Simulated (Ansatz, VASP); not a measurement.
# Rb: VASP beside Ansatz

Contents of INCAR:

```
PREC = Accurate
ENCUT = 520
EDIFF = 1E-7
ISMEAR = 0
SIGMA = 0.15
LREAL = False
LASPH = True
NELM = 100
ALGO = Normal
ISIF = 2
LWAVE = False
LCHARG = False
NBANDS = 10
```

File KPOINTS:

```
Automatic mesh
0
Gamma
  12 12 12
```

File POSCAR:

```
Rb
1.0
   -2.5113350823      3.3976886407      2.7308451955
    2.5113350823     -3.3976886407      2.7308451955
    2.5113350823      3.3976886407     -2.7308451955
Rb
1
Direct
    0.0000000000      0.0000000000      0.0000000000
```

Input for Ansatz:

```yaml
crystal:
  lattice:
    - [-2.5113350823, 3.3976886407, 2.7308451955]
    - [2.5113350823, -3.3976886407, 2.7308451955]
    - [2.5113350823, 3.3976886407, -2.7308451955]
  atoms:
    - { symbol: Rb, position: [0.0, 0.0, 0.0] }
basis:
  ecutwfc: 420
kpoints:
  mp_grid: { grid: [12, 12, 12] }
hamiltonian:
  xc: lda
scf:
  occupations: { method: gaussian, width: 0.15 }
output:
  forces: true
  stress: true
  eigenvalues: true
```

Change from the starting cell: strain -0.1500 x Voigt [1, -1, 0, 0, 0, 0], atoms carried along.

Alike in both runs: task single point; functional LDA; k mesh 12 × 12 × 12; occupations gaussian, width 0.15 eV; no spin polarisation.

|  | VASP | Ansatz |
| --- | --- | --- |
| version | VASP 6.6.1 | Ansatz 0.2.0 |
| potentials or method | VASP PAW LDA potentials, release 64 (Rb_sv), cutoff 520 eV | scalar-relativistic, plane waves, PAW |
| valence electrons in the cell | 9 | 9 |

```csv
,VASP,Ansatz,Ansatz less VASP
gap on the k mesh at the Fermi level (eV),none,none,-
pressure (GPa),-0.4,-0.4,0.00
"traceless stress, the component that is largest in VASP (GPa)",-0.09,-0.09,+0.001
```

LDA's correlation is that of Perdew and Zunger in VASP and of Perdew and Wang (1992) in Ansatz. A gap of «none» marks a metal or a gap that the smearing closes.
